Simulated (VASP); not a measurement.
Input of a VASP 6.6.1 run:

File INCAR:

```
SYSTEM = Ge4P3Ru
PREC = Accurate
ENCUT = 520
EDIFF = 1E-6
ISMEAR = 0
SIGMA = 0.1
LREAL = .False.
LASPH = .True.
NELM = 100
ALGO = Normal
ISIF = 2
LWAVE = .False.
LCHARG = .False.
GGA = PE
NBANDS = 52
```

Contents of KPOINTS:

```
Automatic mesh
0
Gamma
  8 8 8
  0 0 0
```

Contents of POSCAR:

```
Ge4P3Ru
1.0
    5.1517919972      0.0000000000      0.0000000000
    0.0000000000      5.1517919972      0.0000000000
    0.0000000000      0.0000000000      5.1517919972
Ge P Ru
4 3 1
Direct
    0.5000000000      0.0000000000      0.0000000000
    0.5000000000      0.5000000000      0.5000000000
    0.0000000000      0.0000000000      0.5000000000
    0.0000000000      0.5000000000      0.0000000000
    0.0000000000      0.5000000000      0.5000000000
    0.5000000000      0.5000000000      0.0000000000
    0.5000000000      0.0000000000      0.5000000000
    0.0000000000      0.0000000000      0.0000000000
```

Potentials or basis: VASP PAW PBE potentials, release 64 (Ge_d, P, Ru_pv).

Command:

```bash
$ cat potpaw_PBE.64/Ge_d/POTCAR potpaw_PBE.64/P/POTCAR potpaw_PBE.64/Ru_pv/POTCAR > POTCAR
$ mpirun -np 1 vasp_std > vasp.out
```

Task: Estimate the band gap on the k mesh.

Result: Zero (an odd number of electrons rules out a gap without spin polarisation).

Task: Estimate the pressure.

Result: 0.1 GPa.
